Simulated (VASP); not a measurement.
# SrAlO4 (P4mm) in VASP: relaxation of cell and atoms with PBE

Aim: the relaxation of cell and atoms of SrAlO4 with PBE.

Everything below comes from runs of VASP 6.6.1. Logs are shortened: lines on timing, memory, paths and dates and some standing lists are left out, and cuts for length are marked.

### Step 1. The cell of the first run

It takes space group P4mm (No. 99, tetragonal). The conventional cell has a = 4.482 Å, b = 4.482 Å, c = 5.056 Å, α = 90.00°, β = 90.00°, γ = 90.00°. Sr (site symmetry 4mm) has 2 Al at 2.31 to 2.75 Å and 8 O at 2.67 Å within 3.0 Å. Within 3.0 Å of Al (site symmetry 4mm) lie 2 Sr at 2.31 to 2.75 Å and 8 O at 2.76 Å. O (site symmetry m) has 3 O at 1.76 to 1.99 Å within 2.3 Å.

The cell was generated, and may not be a known phase.

### Step 2. Relaxation of cell and atoms, PBE

The input, INCAR:

```
ALGO = Normal
EDIFF = 1E-7
EDIFFG = -0.08
ENCUT = 600
GGA = PE
GGA_COMPAT = False
IBRION = 2
ISIF = 3
ISMEAR = 0
LASPH = True
LCHARG = False
LREAL = False
LWAVE = False
NELM = 120
NELMIN = 4
NSW = 36
PREC = Accurate
SIGMA = 0.2
```

The input, KPOINTS:

```
k-points
0
Gamma
  4 4 3
```

The input, POSCAR:

```
SrAlO4
1.0
    4.4821638000      0.0000000000      0.0000000000
    0.0000000000      4.4821638000      0.0000000000
    0.0000000000      0.0000000000      5.0564881500
Sr Al O
1 1 4
Direct
    0.5000000000      0.5000000000      0.6643484500
    0.5000000000      0.5000000000      0.2081026900
    0.7223742400      0.0000000000      0.4579518600
    0.2776257600      0.0000000000      0.4579518600
    0.0000000000      0.7223742400      0.4579518600
    0.0000000000      0.2776257600      0.4579518600
```

Potentials or basis: VASP PAW PBE potentials, release 64 (Sr_sv, Al, O).

Run with:

```console
> cat potpaw_PBE.64/Sr_sv/POTCAR potpaw_PBE.64/Al/POTCAR potpaw_PBE.64/O/POTCAR > POTCAR
> mpirun -np 1 vasp_std > vasp.out
```

OUTCAR:

```text
EDIFF = 1E-7
   EDIFFG = -0.08
   ENCUT = 600
   GGA = PE
   IBRION = 2
   ISIF = 3
   ISMEAR = 0
   LASPH = True
   LREAL = False
   NELM = 120
   NELMIN = 4
   NSW = 36
   PREC = Accurate

 ion  position               nearest neighbor table
   1  0.500  0.500  0.664-   2 2.31   3 2.67   4 2.67   5 2.67   6 2.67   3 2.67   4 2.67   5 2.67
                             6 2.67   2 2.75
   2  0.500  0.500  0.208-   1 2.31   1 2.75
   3  0.722  0.000  0.458-   5 1.76   6 1.76   1 2.67   1 2.67
   4  0.278  0.000  0.458-   5 1.76   6 1.76   1 2.67   1 2.67
   5  0.000  0.722  0.458-   3 1.76   4 1.76   1 2.67   1 2.67
   6  0.000  0.278  0.458-   3 1.76   4 1.76   1 2.67   1 2.67

  LATTYP: Found a simple tetragonal cell.
 ALAT       =     4.4821638000
 C/A-ratio  =     1.1281355112

  Lattice vectors:

 A1 = (   4.4821638000,   0.0000000000,   0.0000000000)
 A2 = (   0.0000000000,   4.4821638000,   0.0000000000)
 A3 = (   0.0000000000,   0.0000000000,   5.0564881500)

Analysis of symmetry for initial positions (statically):
=====================================================================
 Subroutine PRICEL returns:
 Original cell was already a primitive cell.

 Routine SETGRP: Setting up the symmetry group for a
 simple tetragonal supercell.

 Subroutine GETGRP returns: Found  8 space group operations
 (whereof  8 operations were pure point group operations)
 out of a pool of 16 trial point group operations.

The static configuration has the point symmetry C_4v.

Analysis of symmetry for dynamics (positions and initial velocities):
=====================================================================
 Subroutine PRICEL returns:
 Original cell was already a primitive cell.

 Routine SETGRP: Setting up the symmetry group for a
 simple tetragonal supercell.

 Subroutine GETGRP returns: Found  8 space group operations
 (whereof  8 operations were pure point group operations)
 out of a pool of 16 trial point group operations.

The dynamic configuration has the point symmetry C_4v.

 Subroutine INISYM returns: Found  8 space group operations
 (whereof  8 operations are pure point group operations),
 and found     1 'primitive' translations

----------------------------------------------------------------------------------------

                                     Primitive cell

  volume of cell :     101.5838

  direct lattice vectors                    reciprocal lattice vectors
     4.482163800  0.000000000  0.000000000     0.223106527  0.000000000  0.000000000
     0.000000000  4.482163800  0.000000000     0.000000000  0.223106527  0.000000000
     0.000000000  0.000000000  5.056488150     0.000000000  0.000000000  0.197765716

  length of vectors
     4.482163800  4.482163800  5.056488150     0.223106527  0.223106527  0.197765716

  position of ions in fractional coordinates (direct lattice)
     0.500000000  0.500000000  0.664348450
     0.500000000  0.500000000  0.208102690
     0.722374240  0.000000000  0.457951860
     0.277625760  0.000000000  0.457951860
     0.000000000  0.722374240  0.457951860
     0.000000000  0.277625760  0.457951860

  ion indices of the primitive-cell ions
   primitive index   ion index
                 1           1
                 2           2
                 3           3
                 4           4
                 5           5
                 6           6

----------------------------------------------------------------------------------------

 KPOINTS: k-points

Automatic generation of k-mesh.
 Grid dimensions read from file:
 generate k-points for:    4    4    3

 Generating k-lattice:

  Cartesian coordinates                     Fractional coordinates (reciprocal lattice)
     0.055776632  0.000000000  0.000000000     0.250000000  0.000000000  0.000000000
     0.000000000  0.055776632  0.000000000     0.000000000  0.250000000  0.000000000
     0.000000000  0.000000000  0.065921905     0.000000000  0.000000000  0.333333333

  Length of vectors
     0.055776632  0.055776632  0.065921905

  Shift w.r.t. Gamma in fractional coordinates (k-lattice)
     0.000000000  0.000000000  0.000000000

 Subroutine IBZKPT returns following result:
 ===========================================

 Found     12 irreducible k-points:

 Following reciprocal coordinates:
            Coordinates               Weight
  0.000000  0.000000  0.000000      1.000000
  0.250000  0.000000  0.000000      4.000000
  0.500000  0.000000  0.000000      2.000000
  0.250000  0.250000  0.000000      4.000000
  0.500000  0.250000  0.000000      4.000000
  0.500000  0.500000  0.000000      1.000000
  0.000000  0.000000  0.333333      2.000000
  0.250000  0.000000  0.333333      8.000000
  0.500000  0.000000  0.333333      4.000000
  0.250000  0.250000  0.333333      8.000000
  0.500000  0.250000  0.333333      8.000000
  0.500000  0.500000  0.333333      2.000000
   k-points           NKPTS =     12   k-points in BZ     NKDIM =     12   number of bands    NBANDS=     22
   number of dos      NEDOS =    301   number of ions     NIONS =      6
   total plane-waves  NPLWV =  51840
   dimension x,y,z NGX =    36 NGY =   36 NGZ =   40
   dimension x,y,z NGXF=    72 NGYF=   72 NGZF=   80
   ions per type =               1   1   4
   NGX,Y,Z   is equivalent  to a cutoff of  13.35, 13.35, 13.15 a.u.
   NGXF,Y,Z  is equivalent  to a cutoff of  26.71, 26.71, 26.30 a.u.
 SYSTEM =  unknown system
   PREC   = accura    normal or accurate (medium, high low for compatibility)
   ISTART =      0    job   : 0-new  1-cont  2-samecut
   ICHARG =      2    charge: 1-file 2-atom 10-const
   ISPIN  =      1    spin polarized calculation?
   LNONCOLLINEAR =      F non collinear calculations
   LSORBIT =      F    spin-orbit coupling
   LASPH  =      T    aspherical Exc in radial PAW
   ENCUT  =  600.0 eV  44.10 Ry    6.64 a.u.   8.95  8.95 10.10*2*pi/ulx,y,z
   NELM   =    120;   NELMIN=  4; NELMDL= -5     # of ELM steps
   EDIFF  = 0.1E-06   stopping-criterion for ELM
   LREAL  =      F    real-space projection
   EDIFFG = -.8E-01   stopping-criterion for IOM
   NSW    =     36    number of steps for IOM
   IBRION =      2    ionic relax: 0-MD 1-quasi-New 2-CG
   NFREE  =      1    steps in history (QN), initial steepest desc. (CG)
   ISIF   =      3    stress and relaxation
   ISYM   =      2    0-nonsym 1-usesym 2-fastsym
   POTIM  = 0.5000    time-step for ionic-motion
   TEBEG  =    0.0;   TEEND  =   0.0 temperature during run
   PSTRESS=    0.0 pullay stress
   NELECT =      37.0000    total number of electrons
   NUPDOWN=      -1.0000    fix difference up-down
   EMIN   =  10.00;   EMAX   =-10.00  energy-range for DOS
   EFERMI =   0.00;   METHOD = LEGACY
   ISMEAR =     0;   SIGMA  =   0.20  broadening in eV -4-tet -1-fermi 0-gaus
   EFERMI_NEDOS =   21; number of points for ismear=-14 and -15
   IALGO  =     38    algorithm
   IMIX   =      4    mixing-type and parameters
     AMIX     =   0.40;   BMIX     =  1.00
     AMIX_MAG =   1.60;   BMIX_MAG =  1.00
  volume/ion in A,a.u.               =      16.93       114.25
  Fermi-wavevector in a.u.,A,eV,Ry     =   1.169142  2.209358 18.597708  1.366893
  Thomas-Fermi vector in A             =   2.305619
   LORBIT       =      0    0 simple, 1 ext, 2 COOP (PROOUT), +10 PAW based schemes
   GGA     = PE    functional components
   LHFCALC =     F    Hartree Fock is set to
   AEXX    =    0.0000 exact exchange contribution
   IVDW    =     0    specifies the selected vdW correction
   LEPSILON=     F    determine dielectric tensor
   LRPA    =     F    only Hartree local field effects (RPA)
 conjugate gradient relaxation of ions
 non-spin polarized calculation
 Gauss-broadening in eV      SIGMA  =   0.20
  energy-cutoff  :      600.00
  volume of cell :      101.58
 maximum number of plane-waves:      3436
 NGX is ok and might be reduce to    36
   NGX = 17   NGY = 17   NGZ = 21

--------------------------------------- Ionic step        1  -------------------------------------------

 number of electron      36.9999987 magnetization

 Free energy of the ion-electron system (eV)
  ---------------------------------------------------
  ext. energy  EPLUGINS =         0.00000000
  ---------------------------------------------------
  free energy    TOTEN  =       -21.23035089 eV

  energy without entropy =      -21.18678400  energy(sigma->0) =      -21.20856744

------------------------ aborting loop because EDIFF is reached ----------------------------------------

  FORCE on cell =-STRESS in cart. coord.  units (eV):
  Direction    XX          YY          ZZ          XY          YZ          ZX
  --------------------------------------------------------------------------------------
  -------------------------------------------------------------------------------------
  Total        3.5492557      3.5492557     17.4161533      0.0000000      0.0000000      0.0000000
  in kB       55.9787802     55.9787802    274.6871724      0.0000000      0.0000000      0.0000000
  external PRESSURE =     128.8815776 kB  Pullay stress =       0.0000000 kB
[... 101 lines left out ...]
  FREE ENERGIE OF THE ION-ELECTRON SYSTEM (eV)
  ---------------------------------------------------
  free  energy   TOTEN  =       -22.8631736150 eV

  energy  without entropy=      -22.7896144579  energy(sigma->0) =      -22.82639404

[... ionic steps 4 to 29 ...]

--------------------------------------- Ionic step       30  -------------------------------------------

 number of electron      37.0000020 magnetization

------------------------ aborting loop because EDIFF is reached ----------------------------------------

  FORCE on cell =-STRESS in cart. coord.  units (eV):
  Direction    XX          YY          ZZ          XY          YZ          ZX
  --------------------------------------------------------------------------------------
  -------------------------------------------------------------------------------------
  Total        0.1099883      0.1099883      0.2061862      0.0000000     -0.0000000      0.0000000
  in kB        1.2283461      1.2283461      2.3026813      0.0000000     -0.0000000      0.0000000
  external PRESSURE =       1.5864579 kB  Pullay stress =       0.0000000 kB
[... 65 lines left out ...]
  energy  without entropy=      -25.7212772409  energy(sigma->0) =      -25.77889910

--------------------------------------- Ionic step       32  -------------------------------------------

 number of electron      37.0000031 magnetization

 Free energy of the ion-electron system (eV)
  ---------------------------------------------------
  ext. energy  EPLUGINS =         0.00000000
  ---------------------------------------------------
  free energy    TOTEN  =       -25.83716223 eV

  energy without entropy =      -25.72096186  energy(sigma->0) =      -25.77906204

 E-fermi :   0.9656     XC(G=0):  -7.1982

 val. band max:        0.8771894017   @ k =   0.2500   0.2500   0.0000
 cond. band min:       0.9832435126   @ k =   0.2500   0.2500   0.3333
 fundamental gap:      0.1060541109
 Fermi energy:         0.9655598741

 k-point     1 :       0.0000    0.0000    0.0000
  band No.  band energies     occupation
      1     -34.1685      2.00000
      2     -22.1110      2.00000
      3     -21.6863      2.00000
      4     -16.3779      2.00000
      5     -16.2152      2.00000
      6     -16.2152      2.00000
[... 322 lines left out ...]
  FREE ENERGIE OF THE ION-ELECTRON SYSTEM (eV)
  ---------------------------------------------------
  free  energy   TOTEN  =       -25.8371622323 eV

  energy  without entropy=      -25.7209618575  energy(sigma->0) =      -25.77906204

 reached required accuracy - stopping structural energy minimisation
```

Wall time 21 min (1 thread of Intel Xeon 8259CL, shared host); peak memory 0.25 GiB.

What came out:

```yaml
Free_energy: -25.8372 eV
Relaxed_volume: 23.73 Å³/atom
Relaxed_cell: a = 4.771 Å, b = 4.771 Å, c = 6.254 Å, α = 90.00°, β = 90.00°, γ = 90.00°
Space_group_after_relaxing_to_0.1_Å: P4mm (No. 99)
Energy_gained_by_relaxing: 767.8 meV/atom
Ionic_steps: 32
Pressure_after_relaxing: 0.4 GPa
Largest_force_after_relaxing: 0.065 eV/Å
Band_gap_on_the_k_mesh: zero (an odd number of electrons rules out a gap without spin polarisation)
```

Forces in eV/Å, atoms in the order of the input:
```
Sr   0.000  0.000 -0.065
Al   0.000  0.000  0.010
O   -0.064  0.000  0.014
O    0.064  0.000  0.014
O    0.000 -0.064  0.014
O    0.000  0.064  0.014
```

The path:
| step | energy change (eV) | largest force (eV/Å) | pressure (GPa) | volume (Å³) |
| --- | --- | --- | --- | --- |
| 1 | 0.0000 | 3.4802 | 12.89 | 101.58 |
| 2 | -1.6329 | 2.7399 | -0.44 | 122.51 |
| 3 | -1.6328 | 2.7443 | -0.46 | 122.55 |
| 4 | -2.7262 | 2.7383 | -2.22 | 128.65 |
| 5 | -3.6767 | 0.9529 | -0.52 | 138.67 |
| 6 | -3.6326 | 2.7334 | -2.02 | 135.07 |
| 7 | -3.7257 | 2.0457 | -1.54 | 136.60 |
| 8 | -3.1829 | 6.2863 | 6.61 | 138.31 |
| 9 | -3.9345 | 0.6673 | 0.65 | 137.28 |
| 10 | -4.2574 | 0.6912 | 0.34 | 138.37 |
| 11 | -4.3687 | 1.3314 | 0.19 | 139.18 |
| 12 | -4.4424 | 0.9678 | 0.05 | 139.75 |
| 13 | -4.4958 | 0.7035 | 0.03 | 140.95 |
| 14 | -4.5144 | 0.6234 | -1.10 | 141.50 |
| 15 | -4.5168 | 0.5614 | -0.83 | 141.36 |
| 16 | -4.5311 | 0.4165 | -0.46 | 140.13 |
| 17 | -4.5440 | 0.2680 | 0.43 | 137.36 |
| 18 | -4.5530 | 0.2099 | 0.44 | 137.44 |
| 19 | -4.5675 | 0.2036 | 0.51 | 137.66 |
| 20 | -4.5777 | 0.1356 | 0.61 | 139.11 |
| 21 | -4.5794 | 0.3094 | 0.69 | 140.00 |
| 22 | -4.5833 | 0.2795 | 0.52 | 140.76 |
| 23 | -4.5914 | 0.1927 | 0.03 | 143.08 |
| 24 | -4.5911 | 0.1892 | -0.88 | 147.79 |
| 25 | -4.5939 | 0.1780 | -0.41 | 145.33 |
| 26 | -4.5964 | 0.1408 | -0.41 | 145.17 |
| 27 | -4.6000 | 0.1672 | -0.42 | 144.69 |
| 28 | -4.6021 | 0.1614 | -0.18 | 144.22 |
| 29 | -4.6032 | 0.1889 | 0.14 | 143.58 |
| 30 | -4.6041 | 0.1687 | 0.16 | 143.46 |
| 31 | -4.6062 | 0.1085 | 0.23 | 143.09 |
| 32 | -4.6068 | 0.0654 | 0.38 | 142.36 |

Final structure:
```
Sr Al O
1.0
     4.77102    0.00000    0.00000
     0.00000    4.77102    0.00000
     0.00000    0.00000    6.25400
Sr Al O
1 1 4
Direct
  0.50000 0.50000 0.63103
  0.50000 0.50000 0.17077
  0.64540 0.00000 0.47562
  0.35460 0.00000 0.47562
  0.00000 0.64540 0.47562
  0.00000 0.35460 0.47562
```

Caveat: the k points lie up to 0.33 Å⁻¹ apart in the final cell, too coarse for converged energies and pressures of a metal; the volume moved by over 15 % at a fixed basis, so the end points are rough; an odd number of electrons without spin polarisation forces a metal; a magnetic or distorted state may lie lower; the relaxation stopped at a loose force limit of 0.08 eV/Å, so its end isn't a converged minimum.

The gap in the log of VASP goes by the Fermi energy; the results here count the filled bands.